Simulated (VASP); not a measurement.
Here is a VASP 6.6.1 calculation.

File INCAR:

```
SYSTEM = GaN
PREC = Accurate
ENCUT = 520
EDIFF = 1E-6
ISMEAR = 0
SIGMA = 0.02
LREAL = .False.
LASPH = .True.
NELM = 60
ALGO = Normal
ISIF = 2
LWAVE = .False.
LCHARG = .False.
GGA = PE
NBANDS = 26
```

File KPOINTS:

```
regular mesh
0
Gamma
  8 8 6
  0 0 0
```

POSCAR

```
GaN
1.0
    2.2401249166      2.2401249166      0.0000000000
   -2.2401249166      2.2401249166      0.0000000000
    0.0000000000      0.0000000000      4.6177387658
Ga N
2 2
Direct
    0.0000000000      0.0000000000      0.0000000000
    0.5000000000      0.5000000000      0.5000000000
    0.5000000000      0.0000000000      0.2500000000
    0.0000000000      0.5000000000      0.7500000000
```

Potentials or basis: VASP PAW PBE potentials, release 64 (Ga_d, N).

The run is started by

```sh
$ cat potpaw_PBE.64/Ga_d/POTCAR potpaw_PBE.64/N/POTCAR > POTCAR
$ mpirun -np 1 vasp_std > vasp.out
```

Question: Predict the pressure.

Answer: 2.8 GPa.

Question: What does it give for the band gap on the k mesh?

Answer: 1.59 eV.

Stress tensor (GPa, compression positive):
```
4.08 0.00 0.00
0.00 4.08 0.00
0.00 0.00 0.11
```

Caveat: the cell differs from its parent crystal (biaxial strain in the a-b plane: -1.5 %, then relaxed in part).
